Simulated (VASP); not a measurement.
The system is Si.

```
Si
1.0
    -3.32544    3.32544    1.92239
     3.32544   -3.32544    1.92239
     3.32544    3.32544   -1.92239
Si
4
Direct
  0.17880 0.17880 0.35760
  0.82120 0.82120 0.64240
  0.17880 0.82120 0.00000
  0.82120 0.17880 0.00000
```

Base run:

```yaml
Program: VASP 6.6.1
Functional: r2SCAN
Potentials_or_basis: VASP PAW PBE potentials, release 64 (Si)
Cutoff: 520 eV
k_mesh: 12 × 12 × 12
Occupations: gaussian, width 0.03 eV
Spin: no spin polarisation
```

Its results: band gap on the k mesh 0.41 eV (least direct gap 0.59 eV); pressure -0.1 GPa.

Problem. The run is repeated on the same cell with these changes: k mesh from 12 × 12 × 12 to 10 × 10 × 10. What comes out?

Solution. Band gap on the k mesh 0.49 eV (least direct gap 0.59 eV); pressure -0.1 GPa.

Caveats: the PAW data sets were made with another functional, which shifts forces and pressure a little.

A k mesh can miss the band edges.
